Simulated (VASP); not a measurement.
# C4N (Cmmm) in VASP: a series of runs

C4N is run at these levels: PBE; tasks: relaxation of cell and atoms, single point.

Program: VASP 6.6.1. These are calculated values, not measurements. Logs are shortened: lines on timing, memory, paths and dates and some standing lists are left out, and cuts for length are marked.

## Step 1: The cell of the first run

It takes space group Cmmm (No. 65, orthorhombic). Conventional cell: a = 6.183 Å, b = 6.492 Å, c = 2.776 Å, α = 90.00°, β = 90.00°, γ = 90.00°. Within 2.5 Å of C (site symmetry m2m) lie 2 N at 1.85 Å and 1 C at 2.46 Å. C (site symmetry 2mm) has 1 N at 1.76 Å within 2.3 Å. N (site symmetry mmm) has 6 C at 1.76 to 1.85 Å within 2.3 Å.

## Step 2: Relaxation of cell and atoms, PBE

The input, INCAR:

```
PREC = Accurate
ENCUT = 600
EDIFF = 1E-6
ISMEAR = 0
SIGMA = 0.1
LREAL = False
LASPH = True
NELM = 80
ALGO = Normal
ISIF = 3
LWAVE = False
LCHARG = False
GGA = PE
IBRION = 2
NSW = 90
EDIFFG = -0.04
```

The input, KPOINTS:

```
regular mesh
0
Gamma
  4 4 6
```

The input, POSCAR:

```
C4N
1.0
    3.0913120600     -3.2460922200      0.0000000000
    3.0913120600      3.2460922200      0.0000000000
    0.0000000000      0.0000000000      2.7759038700
C N
4 1
Direct
    0.8105999900      0.1894000100      0.5000000000
    0.1894000100      0.8105999900      0.5000000000
    0.2852000000      0.2852000000      0.0000000000
    0.7148000000      0.7148000000      0.0000000000
    0.0000000000      0.0000000000      0.0000000000
```

Potentials or basis: VASP PAW PBE potentials, release 64 (C, N).

On the command line:

```
> cat potpaw_PBE.64/C/POTCAR potpaw_PBE.64/N/POTCAR > POTCAR
> mpirun -np 1 vasp_std > vasp.out
```

OUTCAR:

```text
PREC = Accurate
   ENCUT = 600
   EDIFF = 1E-6
   ISMEAR = 0
   LREAL = False
   LASPH = True
   NELM = 80
   ISIF = 3
   GGA = PE
   IBRION = 2
   NSW = 90
   EDIFFG = -0.04

 ion  position               nearest neighbor table
   1  0.811  0.189  0.500-   5 1.85   5 1.85
   2  0.189  0.811  0.500-   5 1.85   5 1.85
   3  0.285  0.285  0.000-   5 1.76
   4  0.715  0.715  0.000-   5 1.76
   5  0.000  0.000  0.000-   3 1.76   4 1.76   1 1.85   2 1.85   1 1.85   2 1.85

  LATTYP: Found a base centered orthorhombic cell.
 ALAT       =     6.1826241200
 B/A-ratio  =     1.0500694065
 C/A-ratio  =     0.4489847379

  Lattice vectors:

 A1 = (   3.0913120600,  -3.2460922200,   0.0000000000)
 A2 = (   3.0913120600,   3.2460922200,   0.0000000000)
 A3 = (   0.0000000000,   0.0000000000,   2.7759038700)

Analysis of symmetry for initial positions (statically):
=====================================================================
 Subroutine PRICEL returns:
 Original cell was already a primitive cell.

 Routine SETGRP: Setting up the symmetry group for a
 base centered orthorhombic supercell.

 Subroutine GETGRP returns: Found  8 space group operations
 (whereof  8 operations were pure point group operations)
 out of a pool of  8 trial point group operations.

The static configuration has the point symmetry D_2h.

Analysis of symmetry for dynamics (positions and initial velocities):
=====================================================================
 Subroutine PRICEL returns:
 Original cell was already a primitive cell.

 Routine SETGRP: Setting up the symmetry group for a
 base centered orthorhombic supercell.

 Subroutine GETGRP returns: Found  8 space group operations
 (whereof  8 operations were pure point group operations)
 out of a pool of  8 trial point group operations.

The dynamic configuration has the point symmetry D_2h.

 Subroutine INISYM returns: Found  8 space group operations
 (whereof  8 operations are pure point group operations),
 and found     1 'primitive' translations

----------------------------------------------------------------------------------------

                                     Primitive cell

  volume of cell :      55.7106

  direct lattice vectors                    reciprocal lattice vectors
     3.091312060 -3.246092220  0.000000000     0.161743619 -0.154031360  0.000000000
     3.091312060  3.246092220  0.000000000     0.161743619  0.154031360  0.000000000
     0.000000000  0.000000000  2.775903870     0.000000000  0.000000000  0.360243022

  length of vectors
     4.482557858  4.482557858  2.775903870     0.223353214  0.223353214  0.360243022

  position of ions in fractional coordinates (direct lattice)
     0.810599990  0.189400010  0.500000000
     0.189400010  0.810599990  0.500000000
     0.285200000  0.285200000  0.000000000
     0.714800000  0.714800000  0.000000000
     0.000000000  0.000000000  0.000000000

  ion indices of the primitive-cell ions
   primitive index   ion index
                 1           1
                 2           2
                 3           3
                 4           4
                 5           5

----------------------------------------------------------------------------------------

 KPOINTS: regular mesh

Automatic generation of k-mesh.
 Grid dimensions read from file:
 generate k-points for:    4    4    6

 Generating k-lattice:

  Cartesian coordinates                     Fractional coordinates (reciprocal lattice)
     0.040435905 -0.038507840  0.000000000     0.250000000 -0.000000000  0.000000000
     0.040435905  0.038507840  0.000000000    -0.000000000  0.250000000  0.000000000
     0.000000000  0.000000000  0.060040504     0.000000000  0.000000000  0.166666667

  Length of vectors
     0.055838304  0.055838304  0.060040504

  Shift w.r.t. Gamma in fractional coordinates (k-lattice)
     0.000000000  0.000000000  0.000000000

 Subroutine IBZKPT returns following result:
 ===========================================

 Found     28 irreducible k-points:

 Following reciprocal coordinates:
            Coordinates               Weight
  0.000000  0.000000  0.000000      1.000000
  0.250000 -0.000000  0.000000      4.000000
  0.500000 -0.000000  0.000000      2.000000
  0.250000  0.250000  0.000000      2.000000
  0.500000  0.250000  0.000000      4.000000
 -0.250000  0.250000  0.000000      2.000000
[... 16 lines left out ...]
  0.250000 -0.000000  0.500000      4.000000
  0.500000 -0.000000  0.500000      2.000000
 [... further k-points ...]
   k-points           NKPTS =     28   k-points in BZ     NKDIM =     28   number of bands    NBANDS=     14
   number of dos      NEDOS =    301   number of ions     NIONS =      5
   total plane-waves  NPLWV =  31104
   dimension x,y,z NGX =    36 NGY =   36 NGZ =   24
   dimension x,y,z NGXF=    72 NGYF=   72 NGZF=   48
   ions per type =               4   1
   NGX,Y,Z   is equivalent  to a cutoff of  13.35, 13.35, 14.37 a.u.
   NGXF,Y,Z  is equivalent  to a cutoff of  26.70, 26.70, 28.75 a.u.
 SYSTEM =  unknown system
   PREC   = accura    normal or accurate (medium, high low for compatibility)
   ISTART =      0    job   : 0-new  1-cont  2-samecut
   ICHARG =      2    charge: 1-file 2-atom 10-const
   ISPIN  =      1    spin polarized calculation?
   LNONCOLLINEAR =      F non collinear calculations
   LSORBIT =      F    spin-orbit coupling
   LASPH  =      T    aspherical Exc in radial PAW
   ENCUT  =  600.0 eV  44.10 Ry    6.64 a.u.   8.95  8.95  5.54*2*pi/ulx,y,z
   NELM   =     80;   NELMIN=  2; NELMDL= -5     # of ELM steps
   EDIFF  = 0.1E-05   stopping-criterion for ELM
   LREAL  =      F    real-space projection
   EDIFFG = -.4E-01   stopping-criterion for IOM
   NSW    =     90    number of steps for IOM
   IBRION =      2    ionic relax: 0-MD 1-quasi-New 2-CG
   NFREE  =      1    steps in history (QN), initial steepest desc. (CG)
   ISIF   =      3    stress and relaxation
   ISYM   =      2    0-nonsym 1-usesym 2-fastsym
   POTIM  = 0.5000    time-step for ionic-motion
   TEBEG  =    0.0;   TEEND  =   0.0 temperature during run
   PSTRESS=    0.0 pullay stress
   NELECT =      21.0000    total number of electrons
   NUPDOWN=      -1.0000    fix difference up-down
   EMIN   =  10.00;   EMAX   =-10.00  energy-range for DOS
   EFERMI =   0.00;   METHOD = LEGACY
   ISMEAR =     0;   SIGMA  =   0.10  broadening in eV -4-tet -1-fermi 0-gaus
   EFERMI_NEDOS =   21; number of points for ismear=-14 and -15
   IALGO  =     38    algorithm
   IMIX   =      4    mixing-type and parameters
     AMIX     =   0.40;   BMIX     =  1.00
     AMIX_MAG =   1.60;   BMIX_MAG =  1.00
  volume/ion in A,a.u.               =      11.14        75.19
  Fermi-wavevector in a.u.,A,eV,Ry     =   1.182593  2.234776 19.028097  1.398526
  Thomas-Fermi vector in A             =   2.318844
   LORBIT       =      0    0 simple, 1 ext, 2 COOP (PROOUT), +10 PAW based schemes
   GGA     = PE    functional components
   LHFCALC =     F    Hartree Fock is set to
   AEXX    =    0.0000 exact exchange contribution
   IVDW    =     0    specifies the selected vdW correction
   LEPSILON=     F    determine dielectric tensor
   LRPA    =     F    only Hartree local field effects (RPA)
 conjugate gradient relaxation of ions
 non-spin polarized calculation
 Gauss-broadening in eV      SIGMA  =   0.10
  energy-cutoff  :      600.00
  volume of cell :       55.71
 maximum number of plane-waves:      1885
   NGX = 17   NGY = 17   NGZ = 11

--------------------------------------- Ionic step        1  -------------------------------------------

 number of electron      21.0000001 magnetization

 Free energy of the ion-electron system (eV)
  ---------------------------------------------------
  ext. energy  EPLUGINS =         0.00000000
  ---------------------------------------------------
  free energy    TOTEN  =       -23.25284714 eV

  energy without entropy =      -23.23894130  energy(sigma->0) =      -23.24589422

------------------------ aborting loop because EDIFF is reached ----------------------------------------

  FORCE on cell =-STRESS in cart. coord.  units (eV):
  Direction    XX          YY          ZZ          XY          YZ          ZX
  --------------------------------------------------------------------------------------
  -------------------------------------------------------------------------------------
  Total       -8.9088130     -4.3881606     -8.7498755     -0.0000000      0.0000000      0.0000000
  in kB     -256.2077744   -126.1987275   -251.6369047     -0.0000000      0.0000000      0.0000000
  external PRESSURE =    -211.3478022 kB  Pullay stress =       0.0000000 kB
[... 98 lines left out ...]
  FREE ENERGIE OF THE ION-ELECTRON SYSTEM (eV)
  ---------------------------------------------------
  free  energy   TOTEN  =       -24.3976754649 eV

  energy  without entropy=      -24.3857391437  energy(sigma->0) =      -24.39170730

 E-fermi :   2.8876     XC(G=0):  -9.8692

 val. band max:        2.8373106100   @ k =  -0.2500   0.2500   0.5000
 cond. band min:       2.9465540724   @ k =  -0.2500   0.2500   0.0000
 fundamental gap:      0.1092434625
 Fermi energy:         2.8876411085

 k-point     1 :       0.0000    0.0000    0.0000
  band No.  band energies     occupation
      1     -18.1158      2.00000
      2     -14.6469      2.00000
      3     -12.5152      2.00000
      4      -4.9918      2.00000
      5      -4.6624      2.00000
      6      -2.6754      2.00000
      7      -1.7727      2.00000
      8      -0.9191      2.00000
      9      -0.1604      2.00000
     10       1.5153      2.00000
     11       2.7260      1.97773
     12       3.8896      0.00000
     13       8.3465      0.00000
     14       8.5264      0.00000
[... 377 lines left out ...]
      1     -16.9176      2.00000
      2     -12.9322      2.00000
      3     -12.0673      2.00000
      4      -7.7359      2.00000
      5      -6.5314      2.00000
      6      -2.7448      2.00000
      7      -1.5367      2.00000
      8      -1.4395      2.00000
      9      -0.3333      2.00000
     10       0.0053      2.00000
     11       1.1868      2.00000
     12       3.8667      0.00000
     13       5.8111      0.00000
     14       7.9096      0.00000

 [... further k-points ...]

 E-fermi :   3.5520     XC(G=0): -10.0862

 val. band max:        3.4549374864   @ k =   0.5000   0.5000   0.5000
 cond. band min:       3.6772137760   @ k =   0.5000   0.5000   0.3333
 fundamental gap:      0.2222762896
 Fermi energy:         3.5520204363

 k-point     1 :       0.0000    0.0000    0.0000
  band No.  band energies     occupation
      1     -17.9102      2.00000
      2     -14.7294      2.00000
      3     -12.2612      2.00000
      4      -5.0679      2.00000
      5      -4.6159      2.00000
      6      -1.7759      2.00000
      7      -1.3877      2.00000
      8      -0.4909      2.00000
      9      -0.2750      2.00000
     10       2.4619      2.00000
     11       3.9056      0.00000
     12       4.7500      0.00000
     13       9.0411      0.00000
     14      10.1601      0.00000
[... 377 lines left out ...]
      1     -16.2030      2.00000
      2     -12.7274      2.00000
      3     -11.6277      2.00000
      4      -7.7439      2.00000
      5      -6.5230      2.00000
      6      -2.1335      2.00000
      7      -1.0400      2.00000
      8      -1.0327      2.00000
      9      -0.4034      2.00000
     10       0.2265      2.00000
     11       1.7473      2.00000
     12       4.2889      0.00000
     13       6.0247      0.00000
     14       8.1847      0.00000

 [... further k-points ...]

[... ionic steps 4 to 49 ...]

--------------------------------------- Ionic step       50  -------------------------------------------

 number of electron      21.0000001 magnetization

------------------------ aborting loop because EDIFF is reached ----------------------------------------
[... 73 lines left out ...]
--------------------------------------- Ionic step       52  -------------------------------------------

 number of electron      21.0000001 magnetization

 Free energy of the ion-electron system (eV)
  ---------------------------------------------------
  ext. energy  EPLUGINS =         0.00000000
  ---------------------------------------------------
  free energy    TOTEN  =       -33.92265297 eV

  energy without entropy =      -33.92026502  energy(sigma->0) =      -33.92145899

 E-fermi :   3.5322     XC(G=0): -10.1482

 val. band max:        3.3982396692   @ k =  -0.2500   0.2500   0.5000
 cond. band min:       3.5622808165   @ k =   0.5000   0.5000   0.3333
 fundamental gap:      0.1640411473
 Fermi energy:         3.5322257825

 k-point     1 :       0.0000    0.0000    0.0000
  band No.  band energies     occupation
      1     -17.9673      2.00000
      2     -14.7265      2.00000
      3     -12.1782      2.00000
      4      -5.2495      2.00000
      5      -4.1957      2.00000
      6      -1.9923      2.00000
      7      -1.0669      2.00000
      8      -0.3335      2.00000
      9      -0.2195      2.00000
     10       2.6260      2.00000
     11       4.3471      0.00000
     12       4.8274      0.00000
     13       8.8776      0.00000
     14      10.7700      0.00000
[... 377 lines left out ...]
      1     -16.0751      2.00000
      2     -12.8555      2.00000
      3     -11.7514      2.00000
      4      -7.8847      2.00000
      5      -6.5405      2.00000
      6      -2.0092      2.00000
      7      -1.0027      2.00000
      8      -0.7602      2.00000
      9      -0.4693      2.00000
     10       0.5965      2.00000
     11       2.0024      2.00000
     12       4.9451      0.00000
     13       5.9879      0.00000
     14       8.5140      0.00000

 [... further k-points ...]
[... 5 lines left out ...]
  --------------------------------------------------------------------------------------
  -------------------------------------------------------------------------------------
  Total       -0.1307984      0.1263759     -0.0341174      0.0000000      0.0000000      0.0000000
  in kB       -4.3776142      4.2296015     -1.1418553      0.0000000      0.0000000      0.0000000
  external PRESSURE =      -0.4299560 kB  Pullay stress =       0.0000000 kB
[... 20 lines left out ...]
  FREE ENERGIE OF THE ION-ELECTRON SYSTEM (eV)
  ---------------------------------------------------
  free  energy   TOTEN  =       -33.9226529738 eV

  energy  without entropy=      -33.9202650160  energy(sigma->0) =      -33.92145899

 reached required accuracy - stopping structural energy minimisation
```

Run time: 13 min. Hardware: 1 thread of Oxide Virtual Turin-like, shared host; peak memory 0.15 GiB.

Results:

```yaml
Free_energy: -33.9227 eV
Relaxed_volume: 9.57 Å³/atom
Relaxed_cell: a = 4.587 Å, b = 4.587 Å, c = 2.561 Å, α = 90.00°, β = 90.00°, γ = 117.35°
Space_group_after_relaxing_to_0.05_Å: Cmmm (No. 65)
Energy_gained_by_relaxing: 2134.0 meV/atom
Ionic_steps: 52
Pressure_after_relaxing: 0.0 GPa
Largest_force_after_relaxing: 0.018 eV/Å
```

Forces in eV/Å, atoms in the order of the input:
```
C    0.000  0.018  0.000
C    0.000 -0.018  0.000
C   -0.015  0.000  0.000
C    0.015  0.000  0.000
N    0.000  0.000  0.000
```

Stress tensor (GPa, compression positive):
```
-0.44  0.00  0.00
 0.00  0.42  0.00
 0.00  0.00 -0.11
```

The path:
```csv
step,energy change (eV),largest force (eV/Å),pressure (GPa),volume (Å³)
1,0.0000,1.5773,-21.13,55.71
3,-1.1448,1.4898,1.87,44.50
5,-2.2463,2.0769,14.30,41.14
7,-2.5030,2.1130,10.04,40.87
9,-2.8416,3.1401,19.02,39.75
11,-2.9375,6.0231,29.48,38.95
13,-3.1679,8.2607,34.46,38.68
15,-3.5250,12.2588,42.45,38.31
17,-4.7646,13.0670,42.63,38.40
19,-5.0636,13.8398,50.54,38.34
21,-6.7555,1.4097,10.95,40.13
23,-6.8063,1.1846,3.69,40.67
25,-6.8890,1.2026,3.86,40.76
27,-7.7980,2.2617,0.05,41.94
29,-8.4910,2.8822,5.97,45.72
31,-9.3475,3.1071,9.74,50.16
33,-9.8167,6.3848,7.55,54.83
35,-10.1713,1.5499,-8.57,55.45
37,-10.2615,0.3152,-5.15,54.31
39,-9.9801,3.5595,2.31,48.58
41,-10.4615,1.2882,-5.43,51.40
43,-10.5539,0.7394,-4.72,48.90
45,-10.6509,0.6735,2.50,47.07
47,-10.6642,0.2952,0.07,47.40
49,-10.6685,0.0930,0.66,47.51
51,-10.6697,0.0337,0.34,47.78
52,-10.6698,0.0183,-0.04,47.87
```

Final structure:
```
CELL_PARAMETERS angstrom
2.38485 -3.91888 0.00000
2.38485 3.91888 0.00000
0.00000 0.00000 2.56108
ATOMIC_POSITIONS crystal
C 0.58916 0.41084 0.50000
C 0.41084 0.58916 0.50000
C 0.26271 0.26271 0.00000
C 0.73729 0.73729 0.00000
N 0.00000 0.00000 0.00000
```

Caveat: the k points lie up to 0.41 Å⁻¹ apart in the final cell.

## Step 3: Single point, PBE, collinear spin, ferromagnetic start

This run uses another cell than the first one, of 10.42 Å³/atom, 0.935 times its volume.

The input, INCAR:

```
  PREC = Accurate
  ENCUT = 520
  EDIFF = 1E-7
  ISMEAR = 0
  SIGMA = 0.1
  LREAL = F
  LASPH = T
  NELM = 150
  ALGO = Normal
  ISIF = 2
  LWAVE = F
  LCHARG = T
  ISPIN = 2
  MAGMOM = 1 1 1 1 1
  LORBIT = 11
  GGA = PE
  LELF = T
  LVHAR = T
  NBANDS = 22
```

KPOINTS is that of step 2.

The input, POSCAR:

```
C4N
1.0
    2.3847174040     -4.2663057443      0.0000000000
    2.3847174040      4.2663057443      0.0000000000
    0.0000000000      0.0000000000      2.5612549987
C N
4 1
Direct
    0.5816959086      0.4183040914      0.5000000000
    0.4183040914      0.5816959086      0.5000000000
    0.2625098421      0.2625098421      0.0000000000
    0.7374901579      0.7374901579      0.0000000000
    0.0000000000      0.0000000000      0.0000000000
```

Potentials or basis: VASP PAW PBE potentials, release 64 (C, N).

On the command line:

```
> cat potpaw_PBE.64/C/POTCAR potpaw_PBE.64/N/POTCAR > POTCAR
> mpirun -np 1 vasp_std > vasp.out
```

Run time: 65 s. Hardware: 1 thread of Oxide Virtual Turin-like, shared host; peak memory 0.17 GiB.

Results (log left out):

```
Free energy                                           : -33.9272 eV
Pressure                                              : 0.3 GPa
Largest force                                         : 0.116 eV/Å
Net moment                                            : 0.00 μB per cell
Valence electrons inside the program's atomic spheres : C 2.33, 2.43; N 4.07
```

Forces in eV/Å, atoms in the order of the input:
```
C    0.000 -0.116  0.000
C    0.000  0.116  0.000
C    0.050  0.000  0.000
C   -0.050  0.000  0.000
N    0.000  0.000  0.000
```

Stress tensor (GPa, compression positive):
```
0.24 0.00 0.00
0.00 0.58 0.00
0.00 0.00 0.22
```

Levels at points of the mesh, in eV from the Fermi level:
Spin up:
| k point | band 9 | band 10 | band 11 | band 12 | band 13 | band 14 |
| --- | --- | --- | --- | --- | --- | --- |
| (0.00, 0.00, 0.00) | -3.56 | -0.93 | 0.84 | 1.30 | 5.36 | 6.47 |
| (0.50, 0.00, 0.00) | -3.08 | 0.83 | 1.38 | 2.52 | 5.33 | 5.94 |
| (0.50, 0.50, 0.00) | -2.87 | -0.94 | 1.11 | 1.29 | 5.22 | 5.29 |
| (0.00, 0.00, 0.50) | -2.86 | -1.37 | -1.06 | -0.22 | 2.41 | 6.90 |
| (0.50, 0.00, 0.50) | -4.01 | -2.94 | -1.46 | 1.45 | 2.40 | 5.00 |
| (0.50, 0.50, 0.50) | -2.89 | -0.92 | -0.81 | -0.02 | 2.85 | 6.94 |
Spin down:
```tsv
k point	band 9	band 10	band 11	band 12	band 13	band 14
(0.00, 0.00, 0.00)	-3.56	-0.93	0.84	1.30	5.36	6.47
(0.50, 0.00, 0.00)	-3.08	0.83	1.38	2.52	5.33	5.94
(0.50, 0.50, 0.00)	-2.87	-0.94	1.11	1.29	5.22	5.29
(0.00, 0.00, 0.50)	-2.86	-1.37	-1.06	-0.22	2.41	6.90
(0.50, 0.00, 0.50)	-4.01	-2.94	-1.46	1.45	2.40	5.00
(0.50, 0.50, 0.50)	-2.89	-0.92	-0.81	-0.02	2.85	6.94
```

Caveat: the k points lie up to 0.41 Å⁻¹ apart.

[end of part 1 of 2]
